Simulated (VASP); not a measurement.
Set up this calculation in VASP 6.6.1, as the native input.

| Item | Value |
| --- | --- |
| Task | single point |
| Functional | LDA |
| Potentials or basis | VASP PAW LDA potentials, release 64 (Cd, Se) |
| Cutoff | 520 eV |
| k mesh | 6 × 6 × 4 |
| Occupations | gaussian, width 0.01 eV |
| Spin | no spin polarisation |
| Dipole correction | no |
| Further INCAR settings | ALGO = Normal; EDIFF = 1e-07; NBANDS = 26 |

The structure of CdSe (Cadmoselite) lies in POSCAR:

```
CdSe
1.0
    4.2895533782      0.0000000000      0.0000000000
   -2.1447766891      3.7148621964      0.0000000000
    0.0000000000      0.0000000000      6.9003512226
Cd Se
2 2
Direct
    0.3333333333      0.6666666667      0.0048579434
    0.6666666667      0.3333333333      0.5048579434
    0.3333333333      0.6666666667      0.3801420566
    0.6666666667      0.3333333333      0.8801420566
```

This cell differs from its parent crystal: in-plane strain +0.01.

These files were run (other wordings do the same):

INCAR

```
PREC = Accurate
ENCUT = 520
EDIFF = 1E-7
ISMEAR = 0
SIGMA = 0.01
LREAL = False
LASPH = True
NELM = 100
ALGO = Normal
ISIF = 2
LWAVE = False
LCHARG = False
GGA = CA
NBANDS = 26
```

KPOINTS

```
Automatic mesh
0
Gamma
  6 6 4
```

Potentials or basis: VASP PAW LDA potentials, release 64 (Cd, Se).

Run with:

```bash
$ cat potpaw_LDA.64/Cd/POTCAR potpaw_LDA.64/Se/POTCAR > POTCAR
$ mpirun -np 1 vasp_std > vasp.out
```

It gave:

| Quantity | Value |
| --- | --- |
| Pressure | -0.3 GPa |
| Largest force | 0.131 eV/Å |
| Band gap on the k mesh | 0.48 eV, direct |

Caveat: the cell differs from its parent crystal (in-plane strain +0.01).

Wall time 84 s on 1 thread of AMD EPYC 7R43 64-Core Processor (Zen 3) (shared host), peak memory 0.17 GiB.
